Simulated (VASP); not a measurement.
Here is a VASP 6.6.1 calculation.

INCAR

```
SYSTEM = Al
ALGO     = Normal         ! electronic algorithm
EDIFF    = 1E-6           ! SCF threshold, eV
EDIFFG   = -0.005         ! ionic threshold
ENCUT    = 600            ! plane-wave cutoff, eV
IBRION   = 2              ! ionic algorithm
ISIF     = 3              ! what is computed and relaxed
ISMEAR   = 1              ! smearing method
LASPH    = .True.         ! aspherical terms in the spheres
LCHARG   = .False.        ! write CHGCAR
LREAL    = .False.        ! projectors in reciprocal space
LWAVE    = .False.        ! write WAVECAR
NELM     = 100            ! most SCF steps
NSW      = 80             ! ionic steps
PREC     = Accurate       ! precision mode
SIGMA    = 0.1            ! smearing width, eV
```

File KPOINTS:

```
k-points
0
Gamma
  24 24 24
  0 0 0
```

Contents of POSCAR:

```
Al
1.0
    0.0000000000      2.0200000000      2.0200000000
    2.0200000000      0.0000000000      2.0200000000
    2.0200000000      2.0200000000      0.0000000000
Al
1
Direct
    0.0000000000      0.0000000000      0.0000000000
```

Potentials or basis: VASP PAW LDA potentials, release 64 (Al).

Command:

```bash
$ cat potpaw_LDA.64/Al/POTCAR > POTCAR
$ mpirun -np 1 vasp_std > vasp.out
```

**Question.** Estimate the relaxed volume.

**Answer.** 15.80 Å³/atom.

**Question.** Predict the relaxed cell.

**Answer.** a = 2.816 Å, b = 2.816 Å, c = 2.816 Å, α = 60.00°, β = 60.00°, γ = 60.00°.

**Question.** Estimate the space group after relaxing (to 0.05 Å).

**Answer.** Fm-3m (No. 225).

The path:
```csv
step,energy change (eV),largest force (eV/Å),pressure (GPa),volume (Å³)
1,0.0000,0.0000,-3.20,16.48
2,-0.0070,0.0000,0.45,15.71
3,-0.0072,0.0000,0.00,15.80
```
